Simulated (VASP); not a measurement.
# LiSm (P4/nmm) in VASP: notebook

The runs below take LiSm through single point, with PBE.

All numbers are computed with VASP 6.6.1; they aren't measurements. Logs are shortened: lines on timing, memory, paths and dates and some standing lists are left out, and cuts for length are marked.

## 1. The cell of the first run

Symmetry: P4/nmm, No. 129, tetragonal system. Conventional cell: a = 3.677 Å, b = 3.677 Å, c = 7.942 Å, α = 90.00°, β = 90.00°, γ = 90.00°. Within 3.9 Å of Li (site symmetry 4mm) lie 8 Li at 2.93 to 3.68 Å and 5 Sm at 3.35 to 3.47 Å. Sm (site symmetry 4mm) has 6 Li at 3.35 to 4.48 Å and 8 Sm at 3.51 to 3.68 Å within 4.5 Å.

The cell was generated, and may not be a known phase.

## 2. Single point, PBE

Input file INCAR:

```
SYSTEM = LiSm
  PREC = Accurate
  ENCUT = 750
  EDIFF = 1E-6
  ISMEAR = 0
  SIGMA = 0.1
  LREAL = .FALSE.
  LASPH = .TRUE.
  NELM = 200
  ALGO = Normal
  ISIF = 2
  LWAVE = .FALSE.
  LCHARG = .TRUE.
  GGA = PE
  LELF = .TRUE.
  LVHAR = .TRUE.
  NBANDS = 22
  GGA_COMPAT = .FALSE.
  LMAXMIX = 6
```

Input file KPOINTS:

```
Automatic mesh
0
G
  12 12 6
  0 0 0
```

Input file POSCAR:

```
LiSm
1.0
    3.6768939683      0.0000000000      0.0000000000
    0.0000000000      3.6768939683      0.0000000000
    0.0000000000      0.0000000000      7.9416882760
Li Sm
2 2
Direct
    0.0000000000      0.5000000000      0.5847258997
    0.5000000000      0.0000000000      0.4152741003
    0.0000000000      0.5000000000      0.1482832313
    0.5000000000      0.0000000000      0.8517167687
```

Potentials or basis: VASP PAW PBE potentials, release 64 (Li_sv, Sm_3), 4f in core.

Started as:

```sh
$ cat potpaw_PBE.64/Li_sv/POTCAR potpaw_PBE.64/Sm_3/POTCAR > POTCAR
$ mpirun -np 1 vasp_std > vasp.out
```

OUTCAR:

```text
SYSTEM = LiSm
   PREC = Accurate
   ENCUT = 750
   EDIFF = 1E-6
   ISMEAR = 0
   LREAL = .FALSE.
   LASPH = .TRUE.
   NELM = 200
   ISIF = 2
   GGA = PE

 ion  position               nearest neighbor table
   1  0.000  0.500  0.585-
   2  0.500  0.000  0.415-
   3  0.000  0.500  0.148-   4 3.51   4 3.51   4 3.51   4 3.51
   4  0.500  0.000  0.852-   3 3.51   3 3.51   3 3.51   3 3.51

  LATTYP: Found a simple tetragonal cell.
 ALAT       =     3.6768939683
 C/A-ratio  =     2.1598904794

  Lattice vectors:

 A1 = (   3.6768939683,   0.0000000000,   0.0000000000)
 A2 = (   0.0000000000,   3.6768939683,   0.0000000000)
 A3 = (   0.0000000000,   0.0000000000,   7.9416882760)

Analysis of symmetry for initial positions (statically):
=====================================================================
 Subroutine PRICEL returns:
 Original cell was already a primitive cell.

 Routine SETGRP: Setting up the symmetry group for a
 simple tetragonal supercell.

 Subroutine GETGRP returns: Found 16 space group operations
 (whereof  8 operations were pure point group operations)
 out of a pool of 16 trial point group operations.

The static configuration has the point symmetry D_2d.
 The point group associated with its full space group is D_4h.

Analysis of symmetry for dynamics (positions and initial velocities):
=====================================================================
 Subroutine PRICEL returns:
 Original cell was already a primitive cell.

 Routine SETGRP: Setting up the symmetry group for a
 simple tetragonal supercell.

 Subroutine GETGRP returns: Found 16 space group operations
 (whereof  8 operations were pure point group operations)
 out of a pool of 16 trial point group operations.

The dynamic configuration has the point symmetry D_2d.
 The point group associated with its full space group is D_4h.

 Subroutine INISYM returns: Found 16 space group operations
 (whereof  8 operations are pure point group operations),
 and found     1 'primitive' translations

----------------------------------------------------------------------------------------

                                     Primitive cell

  volume of cell :     107.3680

  direct lattice vectors                    reciprocal lattice vectors
     3.676893968  0.000000000  0.000000000     0.271968680  0.000000000  0.000000000
     0.000000000  3.676893968  0.000000000     0.000000000  0.271968680  0.000000000
     0.000000000  0.000000000  7.941688276     0.000000000  0.000000000  0.125917811

  length of vectors
     3.676893968  3.676893968  7.941688276     0.271968680  0.271968680  0.125917811

  position of ions in fractional coordinates (direct lattice)
     0.000000000  0.500000000  0.584725900
     0.500000000  0.000000000  0.415274100
     0.000000000  0.500000000  0.148283231
     0.500000000  0.000000000  0.851716769

  ion indices of the primitive-cell ions
   primitive index   ion index
                 1           1
                 2           2
                 3           3
                 4           4

----------------------------------------------------------------------------------------

 KPOINTS: Automatic mesh

Automatic generation of k-mesh.
 Grid dimensions read from file:
 generate k-points for:   12   12    6

 Generating k-lattice:

  Cartesian coordinates                     Fractional coordinates (reciprocal lattice)
     0.022664057  0.000000000  0.000000000     0.083333333  0.000000000  0.000000000
     0.000000000  0.022664057  0.000000000     0.000000000  0.083333333  0.000000000
     0.000000000  0.000000000  0.020986302     0.000000000  0.000000000  0.166666667

  Length of vectors
     0.022664057  0.022664057  0.020986302

  Shift w.r.t. Gamma in fractional coordinates (k-lattice)
     0.000000000  0.000000000  0.000000000

 Subroutine IBZKPT returns following result:
 ===========================================

 Found    112 irreducible k-points:

 Following reciprocal coordinates:
            Coordinates               Weight
  0.000000  0.000000  0.000000      1.000000
  0.083333  0.000000  0.000000      4.000000
  0.166667  0.000000  0.000000      4.000000
  0.250000  0.000000  0.000000      4.000000
  0.333333  0.000000  0.000000      4.000000
  0.416667  0.000000  0.000000      4.000000
[... 16 lines left out ...]
  0.333333  0.333333  0.000000      4.000000
  0.416667  0.333333  0.000000      8.000000
 [... further k-points ...]
   k-points           NKPTS =    112   k-points in BZ     NKDIM =    112   number of bands    NBANDS=     22
   number of dos      NEDOS =    301   number of ions     NIONS =      4
   total plane-waves  NPLWV =  93312
   dimension x,y,z NGX =    36 NGY =   36 NGZ =   72
   dimension x,y,z NGXF=    72 NGYF=   72 NGZF=  144
   ions per type =               2   2
   NGX,Y,Z   is equivalent  to a cutoff of  16.28, 16.28, 15.07 a.u.
   NGXF,Y,Z  is equivalent  to a cutoff of  32.55, 32.55, 30.14 a.u.
 SYSTEM =  LiSm
   PREC   = accura    normal or accurate (medium, high low for compatibility)
   ISTART =      0    job   : 0-new  1-cont  2-samecut
   ICHARG =      2    charge: 1-file 2-atom 10-const
   ISPIN  =      1    spin polarized calculation?
   LNONCOLLINEAR =      F non collinear calculations
   LSORBIT =      F    spin-orbit coupling
   LASPH  =      T    aspherical Exc in radial PAW
   ENCUT  =  750.0 eV  55.12 Ry    7.42 a.u.   8.21  8.21 17.73*2*pi/ulx,y,z
   NELM   =    200;   NELMIN=  2; NELMDL= -5     # of ELM steps
   EDIFF  = 0.1E-05   stopping-criterion for ELM
   LREAL  =      F    real-space projection
   EDIFFG = 0.1E-04   stopping-criterion for IOM
   NSW    =      0    number of steps for IOM
   IBRION =     -1    ionic relax: 0-MD 1-quasi-New 2-CG
   NFREE  =      0    steps in history (QN), initial steepest desc. (CG)
   ISIF   =      2    stress and relaxation
   ISYM   =      2    0-nonsym 1-usesym 2-fastsym
   POTIM  = 0.5000    time-step for ionic-motion
   TEBEG  =    0.0;   TEEND  =   0.0 temperature during run
   PSTRESS=    0.0 pullay stress
   NELECT =      28.0000    total number of electrons
   NUPDOWN=      -1.0000    fix difference up-down
   EMIN   =  10.00;   EMAX   =-10.00  energy-range for DOS
   EFERMI =   0.00;   METHOD = LEGACY
   ISMEAR =     0;   SIGMA  =   0.10  broadening in eV -4-tet -1-fermi 0-gaus
   EFERMI_NEDOS =   21; number of points for ismear=-14 and -15
   IALGO  =     38    algorithm
   IMIX   =      4    mixing-type and parameters
     AMIX     =   0.40;   BMIX     =  1.00
     AMIX_MAG =   1.60;   BMIX_MAG =  1.00
  volume/ion in A,a.u.               =      26.84       181.14
  Fermi-wavevector in a.u.,A,eV,Ry     =   1.045930  1.976521 14.884351  1.093969
  Thomas-Fermi vector in A             =   2.180746
   LORBIT       =      0    0 simple, 1 ext, 2 COOP (PROOUT), +10 PAW based schemes
   GGA     = PE    functional components
   LHFCALC =     F    Hartree Fock is set to
   AEXX    =    0.0000 exact exchange contribution
   IVDW    =     0    specifies the selected vdW correction
   LEPSILON=     F    determine dielectric tensor
   LRPA    =     F    only Hartree local field effects (RPA)
 non-spin polarized calculation
 Gauss-broadening in eV      SIGMA  =   0.10
  energy-cutoff  :      750.00
  volume of cell :      107.37
 maximum number of plane-waves:      5056
 NGX is ok and might be reduce to    36
   NGX = 17   NGY = 17   NGZ = 35

 number of electron      27.9999994 magnetization

 Free energy of the ion-electron system (eV)
  ---------------------------------------------------
  ext. energy  EPLUGINS =         0.00000000
  ---------------------------------------------------
  free energy    TOTEN  =       -12.89278748 eV

  energy without entropy =      -12.87139561  energy(sigma->0) =      -12.88209155

 E-fermi :   2.1543     XC(G=0):  -8.7774

 val. band max:        2.1415761645   @ k =   0.2500   0.1667   0.1667
 cond. band min:       2.1546065668   @ k =   0.2500   0.1667   0.3333
 fundamental gap:      0.0130304023
 Fermi energy:         2.1543278352

 k-point     1 :       0.0000    0.0000    0.0000
  band No.  band energies     occupation
      1     -44.1434      2.00000
      2     -44.1235      2.00000
      3     -38.9572      2.00000
      4     -38.8665      2.00000
      5     -18.6321      2.00000
      6     -18.2348      2.00000
[... 14 lines left out ...]
     21       6.3254      0.00000
     22       6.3254      0.00000

 k-point     2 :       0.0833    0.0000    0.0000
  band No.  band energies     occupation
      1     -44.1430      2.00000
      2     -44.1238      2.00000
      3     -38.9539      2.00000
      4     -38.8662      2.00000
      5     -18.6278      2.00000
      6     -18.2907      2.00000
[... 14 lines left out ...]
     21       6.4907      0.00000
     22       6.6725      0.00000

 k-point     3 :       0.1667    0.0000    0.0000
  band No.  band energies     occupation
      1     -44.1419      2.00000
      2     -44.1247      2.00000
      3     -38.9447      2.00000
      4     -38.8660      2.00000
      5     -18.6193      2.00000
      6     -18.3945      2.00000
[... 14 lines left out ...]
     21       6.2881      0.00000
     22       6.6345      0.00000

 k-point     4 :       0.2500    0.0000    0.0000
  band No.  band energies     occupation
      1     -44.1402      2.00000
      2     -44.1261      2.00000
      3     -38.9310      2.00000
      4     -38.8667      2.00000
      5     -18.6195      2.00000
      6     -18.5086      2.00000
[... 14 lines left out ...]
     21       5.9041      0.00000
     22       6.7002      0.00000

 k-point     5 :       0.3333    0.0000    0.0000
  band No.  band energies     occupation
      1     -44.1379      2.00000
      2     -44.1280      2.00000
      3     -38.9152      2.00000
      4     -38.8696      2.00000
      5     -18.6429      2.00000
      6     -18.6092      2.00000
[... 417 lines left out ...]
 k-point    22 :       0.5000    0.2500    0.0000
  band No.  band energies     occupation
      1     -44.1325      2.00000
      2     -44.1325      2.00000
      3     -38.8731      2.00000
      4     -38.8731      2.00000
      5     -18.6487      2.00000
      6     -18.6487      2.00000
[... 14 lines left out ...]
     21       7.1328      0.00000
     22       7.1351      0.00000

 k-point    23 :       0.3333    0.3333    0.0000
  band No.  band energies     occupation
      1     -44.1349      2.00000
      2     -44.1300      2.00000
      3     -38.8846      2.00000
      4     -38.8617      2.00000
      5     -18.6128      2.00000
      6     -18.5653      2.00000
[... 14 lines left out ...]
     21       6.1674      0.00000
     22       6.3164      0.00000

 k-point    24 :       0.4167    0.3333    0.0000
  band No.  band energies     occupation
      1     -44.1336      2.00000
      2     -44.1311      2.00000
      3     -38.8744      2.00000
      4     -38.8625      2.00000
      5     -18.6352      2.00000
      6     -18.6172      2.00000
[... 14 lines left out ...]
     21       6.6087      0.00000
     22       6.8088      0.00000

 [... further k-points ...]
[... 5 lines left out ...]
  --------------------------------------------------------------------------------------
  -------------------------------------------------------------------------------------
  Total        0.1118229      0.1118229      0.0983092      0.0000000     -0.0000000      0.0000000
  in kB        1.6686532      1.6686532      1.4669983      0.0000000     -0.0000000      0.0000000
  external PRESSURE =       1.6014349 kB  Pullay stress =       0.0000000 kB

 VOLUME and BASIS-vectors are now :
 -----------------------------------------------------------------------------
  energy-cutoff  :      750.00
  volume of cell :      107.37
      direct lattice vectors                 reciprocal lattice vectors
     3.676893968  0.000000000  0.000000000     0.271968680  0.000000000  0.000000000
     0.000000000  3.676893968  0.000000000     0.000000000  0.271968680  0.000000000
     0.000000000  0.000000000  7.941688276     0.000000000  0.000000000  0.125917811

 POSITION                                       TOTAL-FORCE (eV/Angst)
 -----------------------------------------------------------------------------------
      0.00000      1.83845      4.64371         0.000000      0.000000     -0.009594
      1.83845      0.00000      3.29798         0.000000     -0.000000      0.009594
      0.00000      1.83845      1.17762         0.000000     -0.000000      0.024355
      1.83845      0.00000      6.76407        -0.000000     -0.000000     -0.024355
 -----------------------------------------------------------------------------------
    total drift:                                0.000000      0.000000      0.000000

  FREE ENERGIE OF THE ION-ELECTRON SYSTEM (eV)
  ---------------------------------------------------
  free  energy   TOTEN  =       -12.8927874841 eV

  energy  without entropy=      -12.8713956121  energy(sigma->0) =      -12.88209155
```

Run time: 4.8 min. Hardware: 1 thread of Intel Xeon Platinum 8259CL at 2.50GHz (Skylake/Cascade Lake), shared host; peak memory 0.56 GiB.

Results:

```
Free energy            : -12.8928 eV
Pressure               : 0.2 GPa
Largest force          : 0.024 eV/Å
Band gap on the k mesh : zero (bands 14 and 15 overlap by 0.42 eV)
```

Forces on the atoms (eV/Å):
```
Li   0.000  0.000 -0.010
Li   0.000  0.000  0.010
Sm   0.000  0.000  0.024
Sm   0.000  0.000 -0.024
```

Levels at points of the mesh, in eV from the Fermi level:
| k point | band 12 | band 13 | band 14 | band 15 | band 16 | band 17 |
| --- | --- | --- | --- | --- | --- | --- |
| (0.00, 0.00, 0.00) | -2.17 | -1.41 | -0.83 | 0.34 | 1.00 | 1.96 |
| (0.50, 0.00, 0.00) | -1.58 | -0.93 | -0.93 | 1.18 | 1.18 | 1.22 |
| (0.50, 0.50, 0.00) | -1.41 | -0.94 | -0.94 | 1.34 | 1.34 | 1.67 |
| (0.00, 0.00, 0.50) | -3.04 | -1.49 | -0.82 | 0.95 | 1.48 | 2.14 |
| (0.50, 0.00, 0.50) | -1.88 | -0.05 | -0.05 | 0.31 | 0.31 | 1.39 |
| (0.50, 0.50, 0.50) | -1.40 | -0.41 | -0.41 | -0.14 | -0.14 | 1.99 |

Caveat: spin-orbit coupling is left out, which moves the levels of the heavy elements; the 4f electrons are frozen in the core, so they carry no moment and show no levels.

## 3. Single point, PBE

This run uses another cell than the first one, of 27.01 Å³/atom.

Input file INCAR:

```
SYSTEM = LiSm
PREC = Accurate
ENCUT = 750
EDIFF = 1E-6
ISMEAR = -1
SIGMA = 0.15
LREAL = .False.
LASPH = .True.
NELM = 200
ALGO = Normal
ISIF = 2
LWAVE = .False.
LCHARG = .False.
GGA = PE
NBANDS = 22
GGA_COMPAT = .False.
LMAXMIX = 6
```

Input file KPOINTS:

```
regular mesh
0
Gamma
  12 12 6
  0 0 0
```

Input file POSCAR:

```
LiSm
1.0
    3.6591974263      0.0000000000      0.0000000000
    0.0000000000      3.6591974263      0.0000000000
    0.0000000000      0.0000000000      8.0695822485
Li Sm
2 2
Direct
    0.0000000000      0.5000000000      0.5830318199
    0.5000000000      0.0000000000      0.4169681801
    0.0000000000      0.5000000000      0.1488740591
    0.5000000000      0.0000000000      0.8511259409
```

Potentials or basis: VASP PAW PBE potentials, release 64 (Li_sv, Sm_3), 4f in core.

Started as:

```sh
$ cat potpaw_PBE.64/Li_sv/POTCAR potpaw_PBE.64/Sm_3/POTCAR > POTCAR
$ mpirun -np 1 vasp_std > vasp.out
```

It took 4.8 min on 1 thread of Intel Xeon Platinum 8259CL at 2.50GHz (Skylake/Cascade Lake), shared host; peak memory 0.56 GiB.

The run converged. Its results:

```yaml
Free_energy: -13.0297 eV
Pressure: 0.1 GPa
Largest_force: 0.019 eV/Å
Band_gap_on_the_k_mesh: zero (bands 14 and 15 overlap by 0.46 eV)
```

Forces in eV/Å, atoms in the order of the input:
```
Li   0.000  0.000 -0.008
Li   0.000  0.000  0.008
Sm   0.000  0.000  0.019
Sm   0.000  0.000 -0.019
```

Levels at points of the mesh, in eV from the Fermi level:
```csv
k point,band 12,band 13,band 14,band 15,band 16,band 17
"(0.00, 0.00, 0.00)",-2.20,-1.44,-0.80,0.28,0.93,2.03
"(0.50, 0.00, 0.00)",-1.56,-0.91,-0.91,1.12,1.12,1.19
"(0.50, 0.50, 0.00)",-1.41,-0.91,-0.91,1.35,1.35,1.68
"(0.00, 0.00, 0.50)",-3.04,-1.49,-0.79,0.88,1.35,2.19
"(0.50, 0.00, 0.50)",-1.85,-0.05,-0.05,0.32,0.32,1.30
"(0.50, 0.50, 0.50)",-1.41,-0.43,-0.43,-0.08,-0.08,2.03
```

Caveat: spin-orbit coupling is left out, which moves the levels of the heavy elements; the 4f electrons are frozen in the core, so they carry no moment and show no levels. Spin polarisation is off, so any magnetic state and its effect on volume and gap are missing.
